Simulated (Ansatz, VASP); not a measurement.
This is a calculation of CoO for Ansatz 0.2.0.

File input.yaml:

```yaml
crystal:
  lattice:
    - [0.0, 2.3591630992, 2.3591630992]
    - [2.3591630992, 0.0, 2.3591630992]
    - [2.3591630992, 2.3591630992, 0.0]
  atoms:
    - { symbol: Co, position: [0.0, 0.0, 0.0], spin: 3.0 }
    - { symbol: O, position: [0.25, 0.25, 0.25] }
kpoints:
  mp_grid: { grid: [10, 10, 10] }
scf:
  occupations: { method: fermi_dirac, width: 0.05 }
hamiltonian:
  xc: pbe
  pseudopotentials: { kind: all_electron, lapw: { basis_error: 0.0005 } }
magnetization:
  spin_polarized: true
output:
  forces: true
  stress: true
  eigenvalues: true
```

Potentials or basis: all-electron LAPW, scalar-relativistic.

The run is started by

```sh
$ ansatz run input.yaml --threads 2 --pin off --max-ram 6144MiB --backend cpu --events-out ev --progress --plain --runs-dir out
```

Task: Set up the same calculation for VASP 6.6.1. Potentials there: VASP PAW PBE potentials, release 64 (Co, O).

Result: As run (the cutoff follows the program's own potentials):

The input INCAR:

```
ALGO = Normal
EDIFF = 1E-6
ENCUT = 520
GGA = PE
ISIF = 2
ISMEAR = -1
ISPIN = 2
LASPH = T
LCHARG = T
LELF = T
LMAXMIX = 4
LORBIT = 11
LREAL = F
LVHAR = T
LWAVE = F
MAGMOM = 3 0
NBANDS = 18
NELM = 150
PREC = Accurate
SIGMA = 0.05
```

The input KPOINTS:

```
k-points
0
Gamma
  10 10 10
```

The input POSCAR:

```
CoO
1.0
    0.0000000000      2.3591630992      2.3591630992
    2.3591630992      0.0000000000      2.3591630992
    2.3591630992      2.3591630992      0.0000000000
Co O
1 1
Direct
    0.0000000000      0.0000000000      0.0000000000
    0.2500000000      0.2500000000      0.2500000000
```

Potentials or basis: VASP PAW PBE potentials, release 64 (Co, O).

Command:

```sh
$ cat potpaw_PBE.64/Co/POTCAR potpaw_PBE.64/O/POTCAR > POTCAR
$ mpirun -np 1 vasp_std > vasp.out
```

Both were run:

|  | VASP | Ansatz | Ansatz less VASP |
| --- | --- | --- | --- |
| gap on the k mesh at the Fermi level (eV) | none | none | - |
| pressure (GPa) | -13.7 | -13.5 | +0.21 |
| net moment per atom (μB) | 1.49 | 1.50 | +0.002 |
| size of the moment on the site where the two differ most (μB) | 0.32 | 0.33 | +0.009 |

Site moments also hang on the region over which each program counts them. A gap of «none» marks a metal or a gap that the smearing closes. Ansatz ran all-electron here, and VASP with PAW potentials.
